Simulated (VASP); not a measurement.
Here is a VASP 6.6.1 calculation.

The input POSCAR:

```
HfO2
1.0
    0.0000000000      2.5575000000      2.4935625000
    2.5575000000      0.0000000000      2.4935625000
    2.5575000000      2.5575000000      0.0000000000
Hf O
1 2
Direct
    0.0000000000      0.0000000000      0.0000000000
    0.2500000000      0.2500000000      0.2500000000
    0.7500000000      0.7500000000      0.7500000000
```

Contents of INCAR.step1:

```
SYSTEM = HfO2
PREC = Accurate
ENCUT = 520
ISMEAR = 0
SIGMA = 0.05
LREAL = .FALSE.
LASPH = .TRUE.
NELM = 60
NBANDS = 18
GGA = PE
ALGO = Normal
EDIFF = 1E-4
LWAVE = .TRUE.
LCHARG = .FALSE.
```

The input INCAR.step2:

```
SYSTEM = HfO2
PREC = Accurate
ENCUT = 520
EDIFF = 1E-6
ISMEAR = 0
SIGMA = 0.05
LREAL = .FALSE.
LASPH = .TRUE.
NELM = 60
ALGO = Normal
ISIF = 2
LWAVE = .FALSE.
LCHARG = .FALSE.
METAGGA = R2SCAN
LMIXTAU = .TRUE.
NBANDS = 18
ISTART = 1
```

Contents of KPOINTS:

```
regular mesh
0
G
  8 8 8
  0 0 0
```

Potentials or basis: VASP PAW PBE potentials, release 64 (Hf_pv, O).

Run with:

```sh
$ cat potpaw_PBE.64/Hf_pv/POTCAR potpaw_PBE.64/O/POTCAR > POTCAR
$ cp INCAR.step1 INCAR
$ mpirun -np 1 vasp_std > vasp.out
$ cp INCAR.step2 INCAR
$ mpirun -np 1 vasp_std > vasp.out
```

Task: Predict the pressure.

Result: -6.0 GPa.

Task: Estimate the band gap on the k mesh.

Result: 4.07 eV (least direct gap 4.08 eV).

Stress tensor (GPa, compression positive):
```
-10.15   0.00   0.00
  0.00 -10.15   0.00
  0.00   0.00   2.36
```

Caveat: the cell differs from its parent crystal (strain +0.000 along x and y, -0.025 along z); the cell stands under tension; the PAW data sets were made with another functional, which shifts forces and pressure a little; spin-orbit coupling is left out, which moves the levels of the heavy elements. A k mesh can miss the band edges.
